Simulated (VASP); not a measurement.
A run of VASP 6.6.1 is set up as follows.

INCAR

```
SYSTEM = LiSi2N2
  ALGO = Normal
  EDIFF = 1E-6
  ENCUT = 750
  GGA = PE
  GGA_COMPAT = .FALSE.
  ISIF = 2
  ISMEAR = 0
  ISPIN = 2
  LASPH = .TRUE.
  LCHARG = .TRUE.
  LELF = .TRUE.
  LORBIT = 11
  LREAL = .FALSE.
  LVHAR = .TRUE.
  LWAVE = .FALSE.
  MAGMOM = 0 0 0 1 1
  NBANDS = 22
  NELM = 200
  PREC = Accurate
  SIGMA = 0.1
```

File KPOINTS:

```
k-points
0
G
  4 4 4
  0 0 0
```

File POSCAR:

```
LiSi2N2
1.0
    2.2407377000     -3.5847832800      0.0000000000
    2.2407377000      3.5847832800      0.0000000000
    0.0000000000      0.0000000000      4.5641813600
Li Si N
1 2 2
Direct
    0.5000000000      0.5000000000      0.0000000000
    0.1796054700      0.8203945300      0.0000000000
    0.8203945300      0.1796054700      0.0000000000
    0.0000000000      0.5000000000      0.5000000000
    0.5000000000      0.0000000000      0.5000000000
```

Potentials or basis: VASP PAW PBE potentials, release 64 (Li_sv, Si, N).

The run is started by

```console
$ cat potpaw_PBE.64/Li_sv/POTCAR potpaw_PBE.64/Si/POTCAR potpaw_PBE.64/N/POTCAR > POTCAR
$ mpirun -np 1 vasp_std > vasp.out
```

(1) Estimate the net moment.

(2) Estimate the largest force.

Answers

(1) 1.35 μB per cell.

(2) 1.142 eV/Å.

Caveat: the k points lie up to 0.41 Å⁻¹ apart; forces of over 1 eV/Å act on the atoms, so gaps and moduli don't describe the material at rest.
